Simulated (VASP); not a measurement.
Here is a VASP 6.6.1 calculation.

File INCAR:

```
SYSTEM = CdTe
ALGO = Normal
EDIFF = 1E-6
EDIFFG = -0.005
ENCUT = 600
GGA = PE
IBRION = 2
ISIF = 3
ISMEAR = -1
LASPH = .TRUE.
LCHARG = .FALSE.
LREAL = .FALSE.
LWAVE = .FALSE.
NELM = 80
NSW = 80
PREC = Accurate
SIGMA = 0.05
```

Contents of KPOINTS:

```
k-points
0
G
  7 7 7
  0 0 0
```

File POSCAR:

```
CdTe
1.0
    0.0000000000      3.2050000000      3.2050000000
    3.2050000000      0.0000000000      3.2050000000
    3.2050000000      3.2050000000      0.0000000000
Te Cd
1 1
Direct
    0.7500000000      0.7500000000      0.7500000000
    0.0000000000      0.0000000000      0.0000000000
```

Potentials or basis: VASP PAW PBE potentials, release 64 (Te, Cd).

Command:

```sh
$ cat potpaw_PBE.64/Te/POTCAR potpaw_PBE.64/Cd/POTCAR > POTCAR
$ mpirun -np 1 vasp_std > vasp.out
```

(1) Estimate the relaxed cell.

(2) Predict the relaxed volume.

Answers

(1) a = 4.683 Å, b = 4.683 Å, c = 4.683 Å, α = 60.00°, β = 60.00°, γ = 60.00°.

(2) 36.30 Å³/atom.

Caveat: the volume moved by +10 % from the deposited cell, more than functionals usually miss.
